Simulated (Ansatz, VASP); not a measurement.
Mg16O in VASP and in Ansatz

File INCAR:

```
PREC = Accurate
ENCUT = 520
EDIFF = 1E-6
ISMEAR = 0
SIGMA = 0.1
LREAL = Auto
LASPH = True
NELM = 100
ALGO = Normal
ISIF = 2
LWAVE = False
LCHARG = False
LDIPOL = True
IDIPOL = 3
DIPOL = 0.5 0.5 0.332
GGA = PE
NBANDS = 33
```

KPOINTS

```
regular mesh
0
Gamma
  6 6 1
```

File POSCAR:

```
Mg16O
1.0
    6.4201385705      0.0000000000      0.0000000000
   -3.2100692852      5.5600030979      0.0000000000
    0.0000000000      0.0000000000     24.7147783802
Mg O
16 1
Direct
    0.3333333333      0.1666666667      0.1618464847
    0.3333333333      0.6666666667      0.1618464847
    0.8333333333      0.1666666667      0.1618464847
    0.8333333333      0.6666666667      0.1618464847
    0.1666666667      0.3333333333      0.2657906286
    0.1666666667      0.8333333333      0.2657906286
    0.6666666667      0.3333333333      0.2657906286
    0.6666666667      0.8333333333      0.2657906286
    0.3333333333      0.1666666667      0.3682830748
    0.3333333333      0.6666666667      0.3682830748
    0.8333333333      0.1666666667      0.3682830748
    0.8333333333      0.6666666667      0.3682830748
    0.1666666667      0.3333333333      0.4739989249
    0.1666666667      0.8333333333      0.4739989249
    0.6666666667      0.3333333333      0.4739989249
    0.6666666667      0.8333333333      0.4739989249
    0.2222222222      0.2777777778      0.5642283401
```

Input for Ansatz:

```yaml
crystal:
  lattice:
    - [6.4201385705, 0.0, 0.0]
    - [-3.2100692852, 5.5600030979, 0.0]
    - [0.0, 0.0, 24.7147783802]
  atoms:
    - { symbol: Mg, position: [0.3333333333, 0.1666666667, 0.1618464847] }
    - { symbol: Mg, position: [0.3333333333, 0.6666666667, 0.1618464847] }
    - { symbol: Mg, position: [0.8333333333, 0.1666666667, 0.1618464847] }
    - { symbol: Mg, position: [0.8333333333, 0.6666666667, 0.1618464847] }
    - { symbol: Mg, position: [0.1666666667, 0.3333333333, 0.2657906286] }
    - { symbol: Mg, position: [0.1666666667, 0.8333333333, 0.2657906286] }
    - { symbol: Mg, position: [0.6666666667, 0.3333333333, 0.2657906286] }
    - { symbol: Mg, position: [0.6666666667, 0.8333333333, 0.2657906286] }
    - { symbol: Mg, position: [0.3333333333, 0.1666666667, 0.3682830748] }
    - { symbol: Mg, position: [0.3333333333, 0.6666666667, 0.3682830748] }
    - { symbol: Mg, position: [0.8333333333, 0.1666666667, 0.3682830748] }
    - { symbol: Mg, position: [0.8333333333, 0.6666666667, 0.3682830748] }
    - { symbol: Mg, position: [0.1666666667, 0.3333333333, 0.4739989249] }
    - { symbol: Mg, position: [0.1666666667, 0.8333333333, 0.4739989249] }
    - { symbol: Mg, position: [0.6666666667, 0.3333333333, 0.4739989249] }
    - { symbol: Mg, position: [0.6666666667, 0.8333333333, 0.4739989249] }
    - { symbol: O, position: [0.2222222222, 0.2777777778, 0.5642283401] }
basis:
  ecutwfc: 420
kpoints:
  mp_grid: { grid: [6, 6, 1] }
hamiltonian:
  xc: pbe
scf:
  occupations: { method: gaussian, width: 0.1 }
output:
  forces: true
  eigenvalues: true
efield:
  axis: 3
  dipole_correction: true
  ramp_width: 0.04
```

Alike in both runs: task single point; functional PBE; k mesh 6 × 6 × 1; occupations gaussian, width 0.1 eV; no spin polarisation.

|  | VASP | Ansatz |
| --- | --- | --- |
| version | VASP 6.6.1 | Ansatz 0.2.0 |
| potentials or method | VASP PAW PBE potentials, release 64 (Mg, O), cutoff 520 eV | scalar-relativistic, plane waves, PAW |
| valence electrons in the cell | 38 | 166 |

VASP gave:

- gap on the k mesh at the Fermi level (eV): none
- rms of the force components (eV/Å): 0.560

**Question.** Which values does Ansatz return?

**Answer.** gap on the k mesh at the Fermi level (eV): none; rms of the force components (eV/Å): 0.563.

Atom by atom the forces differ by 0.004 eV/Å (rms over components). A gap of «none» marks a metal or a gap that the smearing closes. VASP's potentials hold 38 valence electrons a cell and Ansatz's 166, so a difference there can come from the potentials and not from the codes.
